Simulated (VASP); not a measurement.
**InSe: single point with PBE+D3(BJ)**

Slab: InSe, a slab with vacuum.

```
Se In
1.0
     3.89200    0.00000    0.00000
    -1.94600    3.37057    0.00000
     0.00000    0.00000   36.71996
Se In
2 2
Direct
  0.00000 0.00000 0.42824
  0.00000 0.00000 0.57173
  0.66667 0.33333 0.46276
  0.66667 0.33333 0.53722
```

```yaml
Program: VASP 6.6.1
Task: single point
Functional: PBE
Dispersion: D3(BJ)
Potentials_or_basis: VASP PAW PBE potentials, release 64 (Se, In_d)
Cutoff: 520 eV
k_mesh: 9 × 9 × 1
Occupations: gaussian, width 0.02 eV
Spin: no spin polarisation
Dipole_correction: yes
Further_INCAR_settings: ALGO = Normal; EDIFF = 1e-06; NBANDS = 27
```

```json
{
  "Largest force": "0.815 eV/Å",
  "Band gap on the k mesh": "2.02 eV, indirect (least direct gap 2.12 eV)",
  "Dispersion energy per atom": "-0.242 eV"
}
```

Forces in eV/Å, atoms in the order of the input:
```
Se   0.000  0.000 -0.815
Se   0.000  0.000  0.815
In   0.000  0.000  0.480
In   0.000  0.000 -0.480
```

Levels at points of the mesh, in eV from the valence-band top:
| k point | band 16 | band 17 | band 18 | band 19 | band 20 | band 21 | band 22 | band 23 |
| --- | --- | --- | --- | --- | --- | --- | --- | --- |
| (0.00, 0.00, 0.00) | -0.36 | -0.28 | -0.28 | -0.11 | 2.02 | 3.20 | 5.41 | 5.41 |

It took 3.1 min on 1 thread of Intel(R) Xeon(R) 6975P-C (Granite Rapids) (shared host), peak memory 0.58 GiB.

Caveat: spin-orbit coupling is left out, which moves the levels of the heavy elements.
